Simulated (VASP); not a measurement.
# Au (Fm-3m) in VASP: a series of runs, part 2 of 2

VASP 6.6.1.

**3. Single point, PBE**

Input file INCAR:

```
SYSTEM = Au
PREC = Accurate ; ENCUT = 520
EDIFF = 1E-6 ; ISMEAR = 0
SIGMA = 0.023 ; LREAL = .FALSE.
LASPH = .TRUE. ; NELM = 100
ALGO = Normal ; ISIF = 2
LWAVE = .FALSE. ; LCHARG = .FALSE.
GGA = PE ; NBANDS = 12
```

Input file KPOINTS:

```
regular mesh
0
G
  11 11 11
  0 0 0
```

Input file POSCAR:

```
Au
1.0
    0.0000000000      2.0350000000      2.0350000000
    2.0350000000      0.0000000000      2.0350000000
    2.0350000000      2.0350000000      0.0000000000
Au
1
Direct
    0.0000000000      0.0000000000      0.0000000000
```

Potentials or basis: VASP PAW PBE potentials, release 64 (Au).

Launch:

```sh
$ cat potpaw_PBE.64/Au/POTCAR > POTCAR
$ mpirun -np 1 vasp_std > vasp.out
```

OUTCAR:

```text
SYSTEM = Au
   PREC = Accurate
   ENCUT = 520
   EDIFF = 1E-6
   ISMEAR = 0
   LREAL = .FALSE.
   LASPH = .TRUE.
   NELM = 100
   ISIF = 2
   GGA = PE

 ion  position               nearest neighbor table
   1  0.000  0.000  0.000-

  LATTYP: Found a face centered cubic cell.
 ALAT       =     4.0700000000

  Lattice vectors:

 A1 = (   0.0000000000,   2.0350000000,   2.0350000000)
 A2 = (   2.0350000000,   0.0000000000,   2.0350000000)
 A3 = (   2.0350000000,   2.0350000000,   0.0000000000)

[... 538 lines left out ...]
     12      34.3423      0.00000

 [... further k-points ...]

------------------------ aborting loop because EDIFF is reached ----------------------------------------

  FORCE on cell =-STRESS in cart. coord.  units (eV):
  Direction    XX          YY          ZZ          XY          YZ          ZX
  --------------------------------------------------------------------------------------
  -------------------------------------------------------------------------------------
  Total        1.1059173      1.1059173      1.1059173      0.0000000      0.0000000     -0.0000000
  in kB      105.1259668    105.1259668    105.1259668      0.0000000      0.0000000     -0.0000000
  external PRESSURE =     105.1259668 kB  Pullay stress =       0.0000000 kB

 VOLUME and BASIS-vectors are now :
 -----------------------------------------------------------------------------
  energy-cutoff  :      520.00
  volume of cell :       16.85
      direct lattice vectors                 reciprocal lattice vectors
     0.000000000  2.035000000  2.035000000    -0.245700246  0.245700246  0.245700246
     2.035000000  0.000000000  2.035000000     0.245700246 -0.245700246  0.245700246
     2.035000000  2.035000000  0.000000000     0.245700246  0.245700246 -0.245700246

 POSITION                                       TOTAL-FORCE (eV/Angst)
 -----------------------------------------------------------------------------------
      0.00000      0.00000      0.00000        -0.000000     -0.000000      0.000000
 -----------------------------------------------------------------------------------
    total drift:                               -0.000000      0.000000      0.000000

  FREE ENERGIE OF THE ION-ELECTRON SYSTEM (eV)
  ---------------------------------------------------
  free  energy   TOTEN  =        -3.1955478494 eV

  energy  without entropy=       -3.1955184520  energy(sigma->0) =       -3.19553315
```

Wall time 4.3 s (1 thread of Intel Xeon 6975P-C (Granite Rapids), shared host); peak memory 0.14 GiB.

What came out:

| Item | Value |
| --- | --- |
| Free energy | -3.1955 eV |
| Pressure | 10.5 GPa |

Caveat: spin-orbit coupling is left out, which moves the levels of the heavy elements.

**4. Single point, revPBE+D3(BJ)**

This run uses another cell than the first one, of 16.96 Å³/atom, 1.006 times its volume.

Input file INCAR:

```
PREC = Accurate
ENCUT = 520
EDIFF = 1E-7
ISMEAR = -1
SIGMA = 0.05
LREAL = F
LASPH = T
NELM = 60
ALGO = Normal
ISIF = 2
LWAVE = F
LCHARG = T
GGA = RE
IVDW = 12
LELF = T
LVHAR = T
NBANDS = 12
```

Input file KPOINTS:

```
regular mesh
0
Gamma
  11 11 11
```

Input file POSCAR:

```
Au
1.0
    0.0000000000      2.0390309677      2.0390309677
    2.0390309677      0.0000000000      2.0390309677
    2.0390309677      2.0390309677      0.0000000000
Au
1
Direct
    0.0000000000      0.0000000000      0.0000000000
```

Launch:

```sh
$ cat potpaw_PBE.64/Au/POTCAR > POTCAR
$ mpirun -np 1 vasp_std > vasp.out
```

Wall time 4.4 s (1 thread of Intel Xeon 6975P-C (Granite Rapids), shared host); peak memory 0.15 GiB.

Results (log left out):

```yaml
Free_energy: -3.9658 eV
Pressure: -0.3 GPa
Dispersion_energy_per_atom: -1.268 eV
```

Levels at points of the mesh, in eV from the Fermi level:
```tsv
k point	band 4	band 5	band 6	band 7	band 8	band 9
(0.00, 0.00, 0.00)	-4.77	-3.25	-3.25	14.46	18.51	18.51
```

Caveat: the PAW data sets were made with another functional, which shifts forces and pressure a little; spin-orbit coupling is left out, which moves the levels of the heavy elements; pairwise dispersion overbinds metals, which lowers pressure and volume.

**5. Single point, PBEsol+D4**

This run uses another cell than the first one, of 16.69 Å³/atom, 0.990 times its volume.

Input file INCAR:

```
PREC     = Accurate       # precision mode
ENCUT    = 520            # plane-wave cutoff, eV
EDIFF    = 1E-6           # SCF threshold, eV
ISMEAR   = -1             # smearing method
SIGMA    = 0.05           # smearing width, eV
LREAL    = False          # projectors in reciprocal space
LASPH    = True           # aspherical terms in the spheres
NELM     = 60             # most SCF steps
ALGO     = Normal         # electronic algorithm
ISIF     = 2              # what is computed and relaxed
LWAVE    = False          # write WAVECAR
LCHARG   = True           # write CHGCAR
GGA      = PS             # functional
IVDW     = 13             # dispersion correction
LELF     = True           # ELF
LVHAR    = True         
NBANDS   = 12             # bands
```

Input file KPOINTS:

```
Automatic mesh
0
Gamma
  11 11 11
```

Input file POSCAR:

```
Au
1.0
    0.0000000000      2.0282056211      2.0282056211
    2.0282056211      0.0000000000      2.0282056211
    2.0282056211      2.0282056211      0.0000000000
Au
1
Direct
    0.0000000000      0.0000000000      0.0000000000
```

Launch:

```sh
$ cat potpaw_PBE.64/Au/POTCAR > POTCAR
$ mpirun -np 1 vasp_std > vasp.out
```

It took 5.3 s on 1 thread of Intel Xeon 6975P-C (Granite Rapids), shared host; peak memory 0.14 GiB.

It converged, with:

```yaml
Free_energy: -4.3339 eV
Pressure: -0.3 GPa
Dispersion_energy_per_atom: -0.404 eV
```

Levels at points of the mesh, in eV from the Fermi level:
| k point | band 4 | band 5 | band 6 | band 7 | band 8 | band 9 |
| --- | --- | --- | --- | --- | --- | --- |
| (0.00, 0.00, 0.00) | -4.79 | -3.20 | -3.20 | 14.48 | 18.59 | 18.59 |

Caveat: the PAW data sets were made with another functional, which shifts forces and pressure a little; spin-orbit coupling is left out, which moves the levels of the heavy elements; pairwise dispersion overbinds metals, which lowers pressure and volume.

**6. The runs side by side**

```csv
level,cell,smearing,gap on the mesh (eV),pressure (GPa)
PBE,"a = 2.878 Å, angles 60.0°, 1 atom",gaussian 0.02 eV,none,10.5
PBE,"a = 2.878 Å, angles 60.0°, 1 atom",gaussian 0.023 eV,none,10.5
revPBE+D3(BJ),"a = 2.884 Å, angles 60.0°, 1 atom",fermi-dirac 0.05 eV,none,-0.3
PBEsol+D4,"a = 2.868 Å, angles 60.0°, 1 atom",fermi-dirac 0.05 eV,none,-0.3
```

Alike in all rows: task single point; potentials or basis VASP PAW PBE potentials, release 64 (Au); no spin polarisation; k mesh 11 × 11 × 11; cutoff (eV) 520.

Caveats: spin-orbit coupling is left out, which moves the levels of the heavy elements; the PAW data sets were made with another functional, which shifts forces and pressure a little (some runs); pairwise dispersion overbinds metals, which lowers pressure and volume (some runs).

Total energies depend on the potentials used, so only differences within one code and one set of settings carry meaning.
